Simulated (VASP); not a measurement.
A run of VASP 6.6.1 is set up as follows.

File INCAR:

```
PREC     = Accurate       # precision mode
ENCUT    = 500            # plane-wave cutoff, eV
EDIFF    = 1E-6           # SCF threshold, eV
ISMEAR   = -1             # smearing method
SIGMA    = 0.051703999572871064 # smearing width, eV
LREAL    = False          # projectors in reciprocal space
LASPH    = True           # aspherical terms in the spheres
NELM     = 120            # most SCF steps
ALGO     = Normal         # electronic algorithm
ISIF     = 2              # what is computed and relaxed
LWAVE    = False          # write WAVECAR
LCHARG   = False          # write CHGCAR
GGA      = PE             # functional
NBANDS   = 16             # bands
GGA_COMPAT= False
```

The input KPOINTS:

```
regular mesh
0
Gamma
  4 4 4
```

Contents of POSCAR:

```
ZnSe
1.0
    0.0000000000      2.9931037949      2.9931037949
    2.9931037949      0.0000000000      2.9931037949
    2.9931037949      2.9931037949      0.0000000000
Zn Se
1 1
Direct
    0.0000000000      0.0000000000      0.0000000000
    0.7500000000      0.7500000000      0.7500000000
```

Potentials or basis: VASP PAW PBE potentials, release 64 (Zn, Se).

Command:

```console
$ cat potpaw_PBE.64/Zn/POTCAR potpaw_PBE.64/Se/POTCAR > POTCAR
$ mpirun -np 1 vasp_std > vasp.out
```

Q: Estimate the pressure.

A: -5.2 GPa.

Q: Estimate the band gap on the k mesh.

A: 0.66 eV, direct.

Caveat: the k points lie up to 0.45 Å⁻¹ apart. A hybrid or GW would open this gap; PBE tends to underestimate it.
